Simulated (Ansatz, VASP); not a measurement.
One calculation of BeAg, two programs

```
CELL_PARAMETERS angstrom
2.94710 0.00000 0.00000
0.00000 2.94710 0.00000
0.00000 0.00000 2.94710
ATOMIC_POSITIONS crystal
Be 0.00000 0.00000 0.00000
Ag 0.50000 0.50000 0.50000
```

Alike in both runs: functional PBE; k mesh 18 × 18 × 18; occupations gaussian, width 0.1 eV; no spin polarisation.

Ansatz relaxed the structure, and its values are those at the end. VASP's run is a single point on that final structure, the one shown.

```csv
,VASP,Ansatz
version,VASP 6.6.1,Ansatz 0.2.0
potentials or method,"VASP PAW PBE potentials, release 64 (Be, Ag), cutoff 520 eV","scalar-relativistic, plane waves, PAW"
valence electrons in the cell,13,21
```

|  | VASP | Ansatz | Ansatz less VASP |
| --- | --- | --- | --- |
| gap on the k mesh at the Fermi level (eV) | none | none | - |
| pressure (GPa) | -0.1 | 0.0 | +0.13 |

A gap of «none» marks a metal or a gap that the smearing closes. VASP's potentials hold 13 valence electrons a cell and Ansatz's 21, so a difference there can come from the potentials and not from the codes.
